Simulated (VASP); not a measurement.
A run of VASP 6.6.1:

File INCAR:

```
SYSTEM = Rh
PREC = Accurate
ENCUT = 520
EDIFF = 1E-6
ISMEAR = 0
SIGMA = 0.15
LREAL = .False.
LASPH = .True.
NELM = 80
ALGO = Fast
ISIF = 2
LWAVE = .False.
LCHARG = .False.
NBANDS = 14
```

Contents of KPOINTS:

```
Automatic mesh
0
Gamma
  22 22 22
  0 0 0
```

File POSCAR:

```
Rh
1.0
    0.0000000000      1.9259677473      1.7828683436
    1.9259677473      0.0000000000      1.7828683436
    1.9259677473      1.9259677473      0.0000000000
Rh
1
Direct
    0.0000000000      0.0000000000      0.0000000000
```

Potentials or basis: VASP PAW LDA potentials, release 64 (Rh_pv).

Run with:

```sh
$ cat potpaw_LDA.64/Rh_pv/POTCAR > POTCAR
$ mpirun -np 1 vasp_std > vasp.out
```

Hardware: 1 thread of Intel(R) Xeon(R) 6975P-C (Granite Rapids), on a shared host.

**Question.** Estimate the wall time of this run.

**Answer.** It took 90 s on 1 thread of Intel(R) Xeon(R) 6975P-C (Granite Rapids), on a shared host, peak memory 0.23 GiB. Counts: scf iterations 11, k points 834.
